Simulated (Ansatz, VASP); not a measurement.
# Two plane-wave programs on Sn

```
Sn
1.0
    -1.76970    1.81994    2.22142
     1.76970   -1.81994    2.22142
     1.76970    1.81994   -2.22142
Sn
1
Direct
  0.00000 0.00000 0.00000
```

Change from the starting cell: strain +0.025 along x and y, -0.050 along z, atoms carried along.

Alike in both runs: task single point; functional LDA; k mesh 20 × 20 × 20; occupations gaussian, width 0.15 eV; no spin polarisation.

|  | VASP | Ansatz |
| --- | --- | --- |
| version | VASP 6.6.1 | Ansatz 0.2.0 |
| potentials or method | VASP PAW LDA potentials, release 64 (Sn_d), cutoff 520 eV | scalar-relativistic, plane waves, PAW |
| valence electrons in the cell | 14 | 14 |

Ansatz gave:

- gap on the k mesh at the Fermi level (eV): none
- pressure (GPa): -4.9
- traceless stress, the component that is largest in VASP (GPa): 0.25

Problem. What did VASP give for the same quantities?

Solution. gap on the k mesh at the Fermi level (eV): none; pressure (GPa): -4.8; traceless stress, the component that is largest in VASP (GPa): 0.24.

LDA's correlation is that of Perdew and Zunger in VASP and of Perdew and Wang (1992) in Ansatz. A gap of «none» marks a metal or a gap that the smearing closes.
